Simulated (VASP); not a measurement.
# Ti3Si (Fm-3m) in VASP: single point with PBEsol

Aim: the single point of Ti3Si with PBEsol.

Program: VASP 6.6.1. These are calculated values, not measurements. Logs are shortened: lines on timing, memory, paths and dates and some standing lists are left out, and cuts for length are marked.

### Step 1. The cell of the first run

The structure is cubic, space group Fm-3m (No. 225). The conventional cell has a = 6.289 Å, b = 6.289 Å, c = 6.289 Å, α = 90.00°, β = 90.00°, γ = 90.00°. Within 3.6 Å of Ti (site symmetry -43m) lie 10 Ti at 2.72 to 3.14 Å and 4 Si at 2.72 Å. Ti (site symmetry m-3m) has 8 Ti at 2.72 Å and 6 Si at 3.14 Å within 3.6 Å. Within 3.6 Å of Si (site symmetry m-3m) lie 14 Ti at 2.72 to 3.14 Å.

### Step 2. Single point, PBEsol

Contents of INCAR:

```
SYSTEM = Ti3Si
ALGO = Normal ; EDIFF = 1E-6
ENCUT = 520 ; GGA = PS
ISIF = 2 ; ISMEAR = -1
LASPH = .True. ; LCHARG = .False.
LREAL = .False. ; LWAVE = .False.
NBANDS = 28 ; NELM = 80
PREC = Accurate ; SIGMA = 0.05
```

Contents of KPOINTS:

```
k-points
0
Gamma
  4 4 4
  0 0 0
```

Contents of POSCAR:

```
Ti3Si
1.0
    0.0000000000      3.1443560000      3.1443560000
    3.1443560000      0.0000000000      3.1443560000
    3.1443560000      3.1443560000      0.0000000000
Ti Si
3 1
Direct
    0.7500000000      0.7500000000      0.7500000000
    0.2500000000      0.2500000000      0.2500000000
    0.0000000000      0.0000000000      0.0000000000
    0.5000000000      0.5000000000      0.5000000000
```

Potentials or basis: VASP PAW PBE potentials, release 64 (Ti_sv, Si).

On the command line:

```sh
$ cat potpaw_PBE.64/Ti_sv/POTCAR potpaw_PBE.64/Si/POTCAR > POTCAR
$ mpirun -np 1 vasp_std > vasp.out
```

OUTCAR:

```text
SYSTEM = Ti3Si
   EDIFF = 1E-6
   ENCUT = 520
   GGA = PS
   ISIF = 2
   ISMEAR = -1
   LASPH = .True.
   LREAL = .False.
   NELM = 80
   PREC = Accurate

 ion  position               nearest neighbor table
   1  0.750  0.750  0.750-   4 2.72   4 2.72   4 2.72   3 2.72   4 2.72   3 2.72   3 2.72   3 2.72

   2  0.250  0.250  0.250-   3 2.72   3 2.72   3 2.72   3 2.72   4 2.72   4 2.72   4 2.72   4 2.72

   3  0.000  0.000  0.000-   1 2.72   1 2.72   1 2.72   1 2.72   2 2.72   2 2.72   2 2.72   2 2.72

   4  0.500  0.500  0.500-   2 2.72   2 2.72   2 2.72   1 2.72   2 2.72   1 2.72   1 2.72   1 2.72

  LATTYP: Found a face centered cubic cell.
 ALAT       =     6.2887120000

  Lattice vectors:

 A1 = (   0.0000000000,   3.1443560000,   3.1443560000)
 A2 = (   3.1443560000,   0.0000000000,   3.1443560000)
 A3 = (   3.1443560000,   3.1443560000,   0.0000000000)

Analysis of symmetry for initial positions (statically):
=====================================================================
 Subroutine PRICEL returns:
 Original cell was already a primitive cell.

 Routine SETGRP: Setting up the symmetry group for a
 face centered cubic supercell.

 Subroutine GETGRP returns: Found 48 space group operations
 (whereof 48 operations were pure point group operations)
 out of a pool of 48 trial point group operations.

The static configuration has the point symmetry O_h .

Analysis of symmetry for dynamics (positions and initial velocities):
=====================================================================
 Subroutine PRICEL returns:
 Original cell was already a primitive cell.

 Routine SETGRP: Setting up the symmetry group for a
 face centered cubic supercell.

 Subroutine GETGRP returns: Found 48 space group operations
 (whereof 48 operations were pure point group operations)
 out of a pool of 48 trial point group operations.

The dynamic configuration has the point symmetry O_h .

 Subroutine INISYM returns: Found 48 space group operations
 (whereof 48 operations are pure point group operations),
 and found     1 'primitive' translations

----------------------------------------------------------------------------------------

                                     Primitive cell

  volume of cell :      62.1763

  direct lattice vectors                    reciprocal lattice vectors
     0.000000000  3.144356000  3.144356000    -0.159015073  0.159015073  0.159015073
     3.144356000  0.000000000  3.144356000     0.159015073 -0.159015073  0.159015073
     3.144356000  3.144356000  0.000000000     0.159015073  0.159015073 -0.159015073

  length of vectors
     4.446790900  4.446790900  4.446790900     0.275422186  0.275422186  0.275422186

  position of ions in fractional coordinates (direct lattice)
     0.750000000  0.750000000  0.750000000
     0.250000000  0.250000000  0.250000000
     0.000000000  0.000000000  0.000000000
     0.500000000  0.500000000  0.500000000

  ion indices of the primitive-cell ions
   primitive index   ion index
                 1           1
                 2           2
                 3           3
                 4           4

----------------------------------------------------------------------------------------

 KPOINTS: k-points

Automatic generation of k-mesh.
 Grid dimensions read from file:
 generate k-points for:    4    4    4

 Generating k-lattice:

  Cartesian coordinates                     Fractional coordinates (reciprocal lattice)
    -0.039753768  0.039753768  0.039753768     0.250000000  0.000000000  0.000000000
     0.039753768 -0.039753768  0.039753768     0.000000000  0.250000000  0.000000000
     0.039753768  0.039753768 -0.039753768     0.000000000  0.000000000  0.250000000

  Length of vectors
     0.068855547  0.068855547  0.068855547

  Shift w.r.t. Gamma in fractional coordinates (k-lattice)
     0.000000000  0.000000000  0.000000000

 Subroutine IBZKPT returns following result:
 ===========================================

 Found      8 irreducible k-points:

 Following reciprocal coordinates:
            Coordinates               Weight
  0.000000  0.000000  0.000000      1.000000
  0.250000  0.000000  0.000000      8.000000
  0.500000  0.000000  0.000000      4.000000
  0.250000  0.250000  0.000000      6.000000
  0.500000  0.250000  0.000000     24.000000
 -0.250000  0.250000  0.000000     12.000000
  0.500000  0.500000  0.000000      3.000000
 -0.250000  0.500000  0.250000      6.000000
   k-points           NKPTS =      8   k-points in BZ     NKDIM =      8   number of bands    NBANDS=     28
   number of dos      NEDOS =    301   number of ions     NIONS =      4
   total plane-waves  NPLWV =  46656
   dimension x,y,z NGX =    36 NGY =   36 NGZ =   36
   dimension x,y,z NGXF=    72 NGYF=   72 NGZF=   72
   ions per type =               3   1
   NGX,Y,Z   is equivalent  to a cutoff of  13.46, 13.46, 13.46 a.u.
   NGXF,Y,Z  is equivalent  to a cutoff of  26.92, 26.92, 26.92 a.u.
 SYSTEM =  Ti3Si
   PREC   = accura    normal or accurate (medium, high low for compatibility)
   ISTART =      0    job   : 0-new  1-cont  2-samecut
   ICHARG =      2    charge: 1-file 2-atom 10-const
   ISPIN  =      1    spin polarized calculation?
   LNONCOLLINEAR =      F non collinear calculations
   LSORBIT =      F    spin-orbit coupling
   LASPH  =      T    aspherical Exc in radial PAW
   ENCUT  =  520.0 eV  38.22 Ry    6.18 a.u.   8.27  8.27  8.27*2*pi/ulx,y,z
   NELM   =     80;   NELMIN=  2; NELMDL= -5     # of ELM steps
   EDIFF  = 0.1E-05   stopping-criterion for ELM
   LREAL  =      F    real-space projection
   EDIFFG = 0.1E-04   stopping-criterion for IOM
   NSW    =      0    number of steps for IOM
   IBRION =     -1    ionic relax: 0-MD 1-quasi-New 2-CG
   NFREE  =      0    steps in history (QN), initial steepest desc. (CG)
   ISIF   =      2    stress and relaxation
   ISYM   =      2    0-nonsym 1-usesym 2-fastsym
   POTIM  = 0.5000    time-step for ionic-motion
   TEBEG  =    0.0;   TEEND  =   0.0 temperature during run
   PSTRESS=    0.0 pullay stress
   NELECT =      40.0000    total number of electrons
   NUPDOWN=      -1.0000    fix difference up-down
   EMIN   =  10.00;   EMAX   =-10.00  energy-range for DOS
   EFERMI =   0.00;   METHOD = LEGACY
   ISMEAR =    -1;   SIGMA  =   0.05  broadening in eV -4-tet -1-fermi 0-gaus
   EFERMI_NEDOS =   21; number of points for ismear=-14 and -15
   IALGO  =     38    algorithm
   IMIX   =      4    mixing-type and parameters
     AMIX     =   0.40;   BMIX     =  1.00
     AMIX_MAG =   1.60;   BMIX_MAG =  1.00
  volume/ion in A,a.u.               =      15.54       104.90
  Fermi-wavevector in a.u.,A,eV,Ry     =   1.413253  2.670660 27.174683  1.997283
  Thomas-Fermi vector in A             =   2.534917
   LORBIT       =      0    0 simple, 1 ext, 2 COOP (PROOUT), +10 PAW based schemes
   GGA     = PS    functional components
   LHFCALC =     F    Hartree Fock is set to
   AEXX    =    0.0000 exact exchange contribution
   IVDW    =     0    specifies the selected vdW correction
   LEPSILON=     F    determine dielectric tensor
   LRPA    =     F    only Hartree local field effects (RPA)
 non-spin polarized calculation
  energy-cutoff  :      520.00
  volume of cell :       62.18
 maximum number of plane-waves:      1700
 NGX is ok and might be reduce to    36
   NGX = 17   NGY = 17   NGZ = 17

 number of electron      39.9999991 magnetization

 Free energy of the ion-electron system (eV)
  ---------------------------------------------------
  ext. energy  EPLUGINS =         0.00000000
  ---------------------------------------------------
  free energy    TOTEN  =       -32.19376207 eV

  energy without entropy =      -32.13333947  energy(sigma->0) =      -32.16355077

 E-fermi :   9.1655     XC(G=0): -11.8660

 val. band max:        9.1380297364   @ k =   0.0000   0.0000   0.0000
 cond. band min:       9.1756953338   @ k =  -0.2500   0.5000   0.2500
 fundamental gap:      0.0376655974
 Fermi energy:         9.1654724314

 k-point     1 :       0.0000    0.0000    0.0000
  band No.  band energies     occupation
      1     -47.1095      2.00000
      2     -47.0175      2.00000
      3     -46.6925      2.00000
      4     -23.5119      2.00000
      5     -23.5119      2.00000
      6     -23.5119      2.00000
[... 20 lines left out ...]
     27      12.3187      0.00000
     28      12.4741      0.00000

 k-point     2 :       0.2500    0.0000    0.0000
  band No.  band energies     occupation
      1     -47.0882      2.00000
      2     -47.0250      2.00000
      3     -46.7067      2.00000
      4     -23.5986      2.00000
      5     -23.5809      2.00000
      6     -23.5809      2.00000
[... 20 lines left out ...]
     27      12.3502      0.00000
     28      12.4333      0.00000

 k-point     3 :       0.5000    0.0000    0.0000
  band No.  band energies     occupation
      1     -47.0549      2.00000
      2     -47.0432      2.00000
      3     -46.7223      2.00000
      4     -23.6124      2.00000
      5     -23.6124      2.00000
      6     -23.5716      2.00000
[... 20 lines left out ...]
     27      12.1707      0.00000
     28      12.1737      0.00000

 k-point     4 :       0.2500    0.2500    0.0000
  band No.  band energies     occupation
      1     -47.0823      2.00000
      2     -47.0259      2.00000
      3     -46.7119      2.00000
      4     -23.6572      2.00000
      5     -23.6572      2.00000
      6     -23.5305      2.00000
[... 20 lines left out ...]
     27      12.4596      0.00000
     28      12.5418      0.00000

 k-point     5 :       0.5000    0.2500    0.0000
  band No.  band energies     occupation
      1     -47.0545      2.00000
      2     -47.0375      2.00000
      3     -46.7285      2.00000
      4     -23.6809      2.00000
      5     -23.6755      2.00000
      6     -23.5523      2.00000
[... 20 lines left out ...]
     27      12.1108      0.00000
     28      12.1848      0.00000

 k-point     6 :      -0.2500    0.2500    0.0000
  band No.  band energies     occupation
      1     -47.0633      2.00000
      2     -47.0344      2.00000
      3     -46.7226      2.00000
      4     -23.6529      2.00000
      5     -23.6203      2.00000
      6     -23.5852      2.00000
[... 20 lines left out ...]
     27      12.3698      0.00000
     28      12.6421      0.00000

 k-point     7 :       0.5000    0.5000    0.0000
  band No.  band energies     occupation
      1     -47.0517      2.00000
      2     -47.0342      2.00000
      3     -46.7347      2.00000
      4     -23.7290      2.00000
      5     -23.7290      2.00000
      6     -23.5578      2.00000
[... 20 lines left out ...]
     27      12.0025      0.00000
     28      12.4073      0.00000

 k-point     8 :      -0.2500    0.5000    0.2500
  band No.  band energies     occupation
      1     -47.0429      2.00000
      2     -47.0429      2.00000
      3     -46.7347      2.00000
      4     -23.7407      2.00000
      5     -23.5776      2.00000
      6     -23.5776      2.00000
[... 20 lines left out ...]
     27      11.7405      0.00000
     28      11.7405      0.00000

------------------------ aborting loop because EDIFF is reached ----------------------------------------

  FORCE on cell =-STRESS in cart. coord.  units (eV):
  Direction    XX          YY          ZZ          XY          YZ          ZX
  --------------------------------------------------------------------------------------
  -------------------------------------------------------------------------------------
  Total       -1.9136451     -1.9136451     -1.9136451      0.0000000      0.0000000     -0.0000000
  in kB      -49.3113450    -49.3113450    -49.3113450      0.0000000      0.0000000     -0.0000000
  external PRESSURE =     -49.3113450 kB  Pullay stress =       0.0000000 kB

 VOLUME and BASIS-vectors are now :
 -----------------------------------------------------------------------------
  energy-cutoff  :      520.00
  volume of cell :       62.18
      direct lattice vectors                 reciprocal lattice vectors
     0.000000000  3.144356000  3.144356000    -0.159015073  0.159015073  0.159015073
     3.144356000  0.000000000  3.144356000     0.159015073 -0.159015073  0.159015073
     3.144356000  3.144356000  0.000000000     0.159015073  0.159015073 -0.159015073

 POSITION                                       TOTAL-FORCE (eV/Angst)
 -----------------------------------------------------------------------------------
      4.71653      4.71653      4.71653         0.000000      0.000000      0.000000
      1.57218      1.57218      1.57218        -0.000000     -0.000000     -0.000000
      0.00000      0.00000      0.00000        -0.000000     -0.000000      0.000000
      3.14436      3.14436      3.14436        -0.000000     -0.000000      0.000000
 -----------------------------------------------------------------------------------
    total drift:                                0.000000      0.000000      0.000000

  FREE ENERGIE OF THE ION-ELECTRON SYSTEM (eV)
  ---------------------------------------------------
  free  energy   TOTEN  =       -32.1937620746 eV

  energy  without entropy=      -32.1333394670  energy(sigma->0) =      -32.16355077
```

It took 44 s on 1 thread of Intel Xeon 8259CL, shared host; peak memory 0.2 GiB.

What came out:

```
Free energy            : -32.1938 eV
Pressure               : -4.9 GPa
Band gap on the k mesh : zero (band 20 reaches 9.18 eV, above the bottom of band 21 at 8.95 eV)
```

Levels at points of the mesh, in eV from the Fermi level:
| k point | band 19 | band 20 | band 21 | band 22 | band 23 | band 24 |
| --- | --- | --- | --- | --- | --- | --- |
| (0.00, 0.00, 0.00) | -0.03 | -0.03 | -0.03 | 2.10 | 2.31 | 2.31 |
| (0.50, 0.00, 0.00) | -0.44 | -0.17 | -0.17 | 0.63 | 0.94 | 0.94 |
| (0.50, 0.50, 0.00) | -0.26 | -0.21 | -0.21 | 1.07 | 1.27 | 1.27 |

Caveat: the k points lie up to 0.43 Å⁻¹ apart; the PAW data sets were made with another functional, which shifts forces and pressure a little.
